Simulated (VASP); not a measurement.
# O in VASP: a series of runs

Runs on O. Level: PBE+D3(BJ). Tasks: single point.

Program: VASP 6.6.1. These are calculated values, not measurements. Logs are shortened: lines on timing, memory, paths and dates and some standing lists are left out, and cuts for length are marked.

## 1. The cell of the first run

The cell holds an amorphous packing of atoms, 24 atoms: a = 7.670 Å, b = 7.670 Å, c = 7.670 Å, α = 90.00°, β = 90.00°, γ = 90.00°.

## 2. Single point, PBE+D3(BJ), collinear spin, ferromagnetic start

INCAR

```
SYSTEM = O
PREC     = Accurate       ! precision mode
ENCUT    = 520            ! plane-wave cutoff, eV
EDIFF    = 1E-6           ! SCF threshold, eV
ISMEAR   = -1             ! smearing method
SIGMA    = 0.02           ! smearing width, eV
LREAL    = Auto         
LASPH    = .TRUE.         ! aspherical terms in the spheres
NELM     = 150            ! most SCF steps
ALGO     = Normal         ! electronic algorithm
ISIF     = 2              ! what is computed and relaxed
LWAVE    = .FALSE.        ! write WAVECAR
LCHARG   = .FALSE.        ! write CHGCAR
ISPIN    = 2              ! spin polarisation
MAGMOM   = 1 1 1 1 1 1 1 1 1 1 1 1 1 1 1 1 1 1 1 1 1 1 1 1 ! initial moments
LORBIT   = 11             ! projections on sites
GGA      = PE             ! functional
IVDW     = 12             ! dispersion correction
NBANDS   = 94             ! bands
```

KPOINTS

```
Automatic mesh
0
G
  1 1 1
  0 0 0
```

POSCAR

```
O
1.0
    7.6699000000      0.0000000000      0.0000000000
    0.0000000000      7.6699000000      0.0000000000
    0.0000000000      0.0000000000      7.6699000000
O
24
Direct
    0.9092817377      0.3294567074      0.2575261737
    0.8984993285      0.2268478077      0.3815825500
    0.4240211737      0.6552236665      0.8301672773
    0.4133691443      0.7838302977      0.7432691430
    0.7233601481      0.0131683594      0.6210250460
    0.5704637609      0.0624388845      0.6092647883
    0.6214813752      0.6365141658      0.1843570320
    0.5090157629      0.7399966101      0.2251267944
    0.0998448480      0.5207760205      0.9303380748
    0.1558820845      0.4900063886      0.7852253615
   -0.0599486304      0.7917965032      0.3646983663
    0.0212127929      0.7673372534      0.5048175335
    0.7727480150      0.4500058671      0.6823948161
    0.7161240694      0.5972176951      0.6561232871
    0.2224670465      0.0837950951      0.1889464009
    0.2280733777     -0.0519433109      0.1007705446
    0.3831601455      0.4606578965      0.4048553436
    0.2735889647      0.4028083808      0.3082960664
    0.5884170589      0.2082817247      0.1514752474
    0.5961616188      0.2459614858     -0.0046806347
    0.8222662616      0.9524635263      0.0262193770
    0.9081474335      0.8598286809     -0.0822174996
    0.1637831002      0.0583710348      0.7272193901
    0.1615796816      0.1448910677      0.5956140237
```

Potentials or basis: VASP PAW PBE potentials, release 64 (O).

Run with:

```
cat potpaw_PBE.64/O/POTCAR > POTCAR
mpirun -np 1 vasp_gam > vasp.out
```

OUTCAR:

```text
SYSTEM = O
   PREC = Accurate
   ENCUT = 520
   EDIFF = 1E-6
   ISMEAR = -1
   LREAL = Auto
   LASPH = .TRUE.
   NELM = 150
   ISIF = 2
   ISPIN = 2
   LORBIT = 11
   GGA = PE
   IVDW = 12
 IVDW          = 12

 ion  position               nearest neighbor table
   1  0.909  0.329  0.258-   2 1.24
   2  0.898  0.227  0.382-   1 1.24
   3  0.424  0.655  0.830-   4 1.19
   4  0.413  0.784  0.743-   3 1.19
   5  0.723  0.013  0.621-   6 1.24
   6  0.570  0.062  0.609-   5 1.24
[... 16 lines left out ...]
  23  0.164  0.058  0.727-  24 1.21
  24  0.162  0.145  0.596-  23 1.21

  LATTYP: Found a simple cubic cell.
 ALAT       =     7.6699000000

  Lattice vectors:

 A1 = (   7.6699000000,   0.0000000000,   0.0000000000)
 A2 = (   0.0000000000,   7.6699000000,   0.0000000000)
 A3 = (   0.0000000000,   0.0000000000,   7.6699000000)

Analysis of symmetry for initial positions (statically):
=====================================================================
 Subroutine PRICEL returns:
 Original cell was already a primitive cell.

 Routine SETGRP: Setting up the symmetry group for a
 simple cubic supercell.

 Subroutine GETGRP returns: Found  1 space group operations
 (whereof  1 operations were pure point group operations)
 out of a pool of 48 trial point group operations.

The static configuration has the point symmetry C_1 .

Analysis of symmetry for dynamics (positions and initial velocities):
=====================================================================
 Subroutine PRICEL returns:
 Original cell was already a primitive cell.

 Routine SETGRP: Setting up the symmetry group for a
 simple cubic supercell.

 Subroutine GETGRP returns: Found  1 space group operations
 (whereof  1 operations were pure point group operations)
 out of a pool of 48 trial point group operations.

The dynamic configuration has the point symmetry C_1 .

Analysis of structural, dynamic, and magnetic symmetry:
=====================================================================
 Subroutine PRICEL returns:
 Original cell was already a primitive cell.

 Routine SETGRP: Setting up the symmetry group for a
 simple cubic supercell.

 Subroutine GETGRP returns: Found  1 space group operations
 (whereof  1 operations were pure point group operations)
 out of a pool of 48 trial point group operations.

The overall configuration has the point symmetry C_1 .

 Subroutine INISYM returns: Found  1 space group operations
 (whereof  1 operations are pure point group operations),
 and found     1 'primitive' translations

----------------------------------------------------------------------------------------

                                     Primitive cell

  volume of cell :     451.2000

  direct lattice vectors                    reciprocal lattice vectors
     7.669900000  0.000000000  0.000000000     0.130379796  0.000000000  0.000000000
     0.000000000  7.669900000  0.000000000     0.000000000  0.130379796  0.000000000
     0.000000000  0.000000000  7.669900000     0.000000000  0.000000000  0.130379796

  length of vectors
     7.669900000  7.669900000  7.669900000     0.130379796  0.130379796  0.130379796

  position of ions in fractional coordinates (direct lattice)
     0.909281738  0.329456707  0.257526174
     0.898499329  0.226847808  0.381582550
     0.424021174  0.655223666  0.830167277
     0.413369144  0.783830298  0.743269143
     0.723360148  0.013168359  0.621025046
     0.570463761  0.062438884  0.609264788
[... 16 lines left out ...]
     0.163783100  0.058371035  0.727219390
     0.161579682  0.144891068  0.595614024

  ion indices of the primitive-cell ions
   primitive index   ion index
                 1           1
                 2           2
                 3           3
                 4           4
                 5           5
                 6           6
[... 16 lines left out ...]
                23          23
                24          24

----------------------------------------------------------------------------------------

 KPOINTS: Automatic mesh

Automatic generation of k-mesh.
 Grid dimensions read from file:
 generate k-points for:    1    1    1

 Generating k-lattice:

  Cartesian coordinates                     Fractional coordinates (reciprocal lattice)
     0.130379796  0.000000000  0.000000000     1.000000000  0.000000000  0.000000000
     0.000000000  0.130379796  0.000000000     0.000000000  1.000000000  0.000000000
     0.000000000  0.000000000  0.130379796     0.000000000  0.000000000  1.000000000

  Length of vectors
     0.130379796  0.130379796  0.130379796

  Shift w.r.t. Gamma in fractional coordinates (k-lattice)
     0.000000000  0.000000000  0.000000000

 Subroutine IBZKPT returns following result:
 ===========================================

 Found      1 irreducible k-points:

 Following reciprocal coordinates:
            Coordinates               Weight
  0.000000  0.000000  0.000000      1.000000
   k-points           NKPTS =      1   k-points in BZ     NKDIM =      1   number of bands    NBANDS=     94
   number of dos      NEDOS =    301   number of ions     NIONS =     24
   total plane-waves  NPLWV = 216000
   dimension x,y,z NGX =    60 NGY =   60 NGZ =   60
   dimension x,y,z NGXF=   120 NGYF=  120 NGZF=  120
   ions per type =              24
   NGX,Y,Z   is equivalent  to a cutoff of  13.01, 13.01, 13.01 a.u.
   NGXF,Y,Z  is equivalent  to a cutoff of  26.01, 26.01, 26.01 a.u.
 SYSTEM =  O
   PREC   = accura    normal or accurate (medium, high low for compatibility)
   ISTART =      0    job   : 0-new  1-cont  2-samecut
   ICHARG =      2    charge: 1-file 2-atom 10-const
   ISPIN  =      2    spin polarized calculation?
   LNONCOLLINEAR =      F non collinear calculations
   LSORBIT =      F    spin-orbit coupling
   LASPH  =      T    aspherical Exc in radial PAW
   ENCUT  =  520.0 eV  38.22 Ry    6.18 a.u.  14.26 14.26 14.26*2*pi/ulx,y,z
   NELM   =    150;   NELMIN=  2; NELMDL= -5     # of ELM steps
   EDIFF  = 0.1E-05   stopping-criterion for ELM
   LREAL  =      T    real-space projection
   EDIFFG = 0.1E-04   stopping-criterion for IOM
   NSW    =      0    number of steps for IOM
   IBRION =     -1    ionic relax: 0-MD 1-quasi-New 2-CG
   NFREE  =      0    steps in history (QN), initial steepest desc. (CG)
   ISIF   =      2    stress and relaxation
   ISYM   =      2    0-nonsym 1-usesym 2-fastsym
   POTIM  = 0.5000    time-step for ionic-motion
   TEBEG  =    0.0;   TEEND  =   0.0 temperature during run
   PSTRESS=    0.0 pullay stress
   NELECT =     144.0000    total number of electrons
   NUPDOWN=      -1.0000    fix difference up-down
   EMIN   =  10.00;   EMAX   =-10.00  energy-range for DOS
   EFERMI =   0.00;   METHOD = LEGACY
   ISMEAR =    -1;   SIGMA  =   0.02  broadening in eV -4-tet -1-fermi 0-gaus
   EFERMI_NEDOS =   21; number of points for ismear=-14 and -15
   IALGO  =     38    algorithm
   IMIX   =      4    mixing-type and parameters
     AMIX     =   0.40;   BMIX     =  1.00
     AMIX_MAG =   1.60;   BMIX_MAG =  1.00
  volume/ion in A,a.u.               =      18.80       126.87
  Fermi-wavevector in a.u.,A,eV,Ry     =   1.118766  2.114161 17.029563  1.251638
  Thomas-Fermi vector in A             =   2.255400
   LORBIT       =     11    0 simple, 1 ext, 2 COOP (PROOUT), +10 PAW based schemes
   GGA     = PE    functional components
   LHFCALC =     F    Hartree Fock is set to
   AEXX    =    0.0000 exact exchange contribution
   IVDW    =    12    specifies the selected vdW correction
   LEPSILON=     F    determine dielectric tensor
   LRPA    =     F    only Hartree local field effects (RPA)
 spin polarized calculation
  energy-cutoff  :      520.00
  volume of cell :      451.20
 maximum number of plane-waves:      6075
 NGX is ok and might be reduce to    60
   NGX = 29   NGY = 29   NGZ = 29

 number of electron     144.0000000 magnetization      24.0000000

 Free energy of the ion-electron system (eV)
  ---------------------------------------------------
  ext. energy  EPLUGINS =         0.00000000
  ---------------------------------------------------
  free energy    TOTEN  =      -117.72768955 eV

  energy without entropy =     -117.72768955  energy(sigma->0) =     -117.72768955

 E-fermi :  -2.0455     XC(G=0):  -6.9716

 val. band max:       -2.5424390293   @ k =   0.0000   0.0000   0.0000
 cond. band min:      -1.3342096538   @ k =   0.0000   0.0000   0.0000
 fundamental gap:      1.2082293755
 Fermi energy:        -2.0454943642

 spin component 1

 k-point     1 :       0.0000    0.0000    0.0000
  band No.  band energies     occupation
      1     -29.5309      1.00000
      2     -29.2805      1.00000
      3     -29.1529      1.00000
      4     -29.1063      1.00000
      5     -29.0179      1.00000
      6     -28.8341      1.00000
[... 76 lines left out ...]
     83      -2.6211      1.00000
     84      -2.5424      1.00000
 Fermi energy:        -2.0454943642

 spin component 2

 k-point     1 :       0.0000    0.0000    0.0000
  band No.  band energies     occupation
      1     -28.3406      1.00000
      2     -28.0863      1.00000
      3     -27.9513      1.00000
      4     -27.9038      1.00000
      5     -27.8111      1.00000
      6     -27.6229      1.00000
[... 76 lines left out ...]
     83      -0.2454      0.00000
     84      -0.1623      0.00000
 [bands above 84 left out]

------------------------ aborting loop because EDIFF is reached ----------------------------------------

 Edisp (eV)   -0.98790

 E8    (eV) :    -0.2323

  FORCE on cell =-STRESS in cart. coord.  units (eV):
  Direction    XX          YY          ZZ          XY          YZ          ZX
  --------------------------------------------------------------------------------------
  -------------------------------------------------------------------------------------
  Total       4.99152     5.78736     3.21094     1.40319    -3.29623     0.84298
  in kB      17.72453    20.55050    11.40180     4.98263   -11.70467     2.99337
  external pressure =       16.56 kB  Pullay stress =        0.00 kB

 VOLUME and BASIS-vectors are now :
 -----------------------------------------------------------------------------
  energy-cutoff  :      520.00
  volume of cell :      451.20
      direct lattice vectors                 reciprocal lattice vectors
     7.669900000  0.000000000  0.000000000     0.130379796  0.000000000  0.000000000
     0.000000000  7.669900000  0.000000000     0.000000000  0.130379796  0.000000000
     0.000000000  0.000000000  7.669900000     0.000000000  0.000000000  0.130379796

 POSITION                                       TOTAL-FORCE (eV/Angst)
 -----------------------------------------------------------------------------------
      6.97410      2.52690      1.97520         0.018696     -0.142136      0.286149
      6.89140      1.73990      2.92670        -0.061745      0.305177     -0.443858
      3.25220      5.02550      6.36730         0.553446     -2.427903      2.035580
      3.17050      6.01190      5.70080        -0.285942      2.574769     -1.781070
      5.54810      0.10100      4.76320        -0.270791      0.076804      0.034625
      4.37540      0.47890      4.67300         0.251715      0.127766     -0.113072
[... 16 lines left out ...]
      1.25620      0.44770      5.57770         0.029189     -0.916759      1.652421
      1.23930      1.11130      4.56830         0.104463      0.987999     -1.541084
 -----------------------------------------------------------------------------------
    total drift:                               -0.010240      0.006689      0.005437

  FREE ENERGIE OF THE ION-ELECTRON SYSTEM (eV)
  ---------------------------------------------------
  free  energy   TOTEN  =      -118.7155909031 eV

  energy  without entropy=     -118.7155909031  energy(sigma->0) =     -118.71559090

 total charge

# of ion       s       p       d       tot
------------------------------------------
    1        1.612   3.273   0.000   4.885
    2        1.613   3.272   0.000   4.886
    3        1.615   3.345   0.000   4.960
    4        1.615   3.341   0.000   4.956
    5        1.612   3.276   0.000   4.889
    6        1.612   3.274   0.000   4.886
[... 16 lines left out ...]
   23        1.613   3.316   0.000   4.930
   24        1.613   3.316   0.000   4.930
--------------------------------------------------
tot         38.708  78.882   0.000 117.590

 magnetization (x)

# of ion       s       p       d       tot
------------------------------------------
    1        0.011   0.804   0.000   0.814
    2        0.012   0.805   0.000   0.816
    3        0.011   0.803   0.000   0.814
    4        0.011   0.789   0.000   0.800
    5        0.010   0.799   0.000   0.809
    6        0.010   0.805   0.000   0.815
[... 16 lines left out ...]
   23        0.011   0.799   0.000   0.810
   24        0.011   0.800   0.000   0.811
--------------------------------------------------
tot          0.256  19.237   0.000  19.492
```

It took 81 s on 1 thread of AMD EPYC 9R14 (Zen 4), shared host; peak memory 0.55 GiB.

Results:

```
Free energy                                           : -118.7156 eV
Pressure                                              : 1.7 GPa
Largest force                                         : 3.216 eV/Å
Band gap on the k mesh                                : 1.21 eV
Net moment                                            : 24.00 μB per cell
Site moments                                          : O +0.81, +0.82, +0.80, +0.83 μB
Valence electrons inside the program's atomic spheres : O 4.88, 4.89, 4.96, 4.92, 4.86, 4.90, 4.94, 4.93, 4.83
Dispersion energy per atom                            : -0.041 eV
```

Forces on the atoms (eV/Å):
```
O    0.019 -0.142  0.286
O   -0.062  0.305 -0.444
O    0.553 -2.428  2.036
O   -0.286  2.575 -1.781
O   -0.271  0.077  0.035
O    0.252  0.128 -0.113
O    1.099 -0.955 -0.411
O   -0.924  1.070  0.342
O   -0.490  0.177  1.209
O   -0.004 -0.534 -1.212
O    0.811 -0.265  1.336
O   -0.694  0.212 -1.403
O    0.129 -0.460  0.097
O    0.002  0.347 -0.202
O    0.005 -0.691 -0.429
O   -0.013  0.536  0.374
O    1.470  0.671  1.552
O   -1.508 -0.599 -1.303
O   -0.118 -0.008 -0.131
O   -0.083  0.063  0.050
O    1.472 -1.598 -1.811
O   -1.494  1.450  1.813
O    0.029 -0.917  1.652
O    0.104  0.988 -1.541
```

Levels at points of the mesh, in eV from the valence-band top:
Spin up:
| k point | band 81 | band 82 | band 83 | band 84 | band 85 | band 86 | band 87 | band 88 |
| --- | --- | --- | --- | --- | --- | --- | --- | --- |
| (0.00, 0.00, 0.00) | -0.24 | -0.18 | -0.08 | 0.00 | 6.45 | 7.08 | 7.24 | 7.62 |
Spin down:
| k point | band 58 | band 59 | band 60 | band 61 | band 62 | band 63 |
| --- | --- | --- | --- | --- | --- | --- |
| (0.00, 0.00, 0.00) | -4.55 | -4.49 | -4.44 | 1.21 | 1.27 | 1.35 |

Caveat: the k points lie up to 0.82 Å⁻¹ apart; the standard files for N, O and F lose accuracy on very short bonds.

(Part 1 of 2 ends here.)
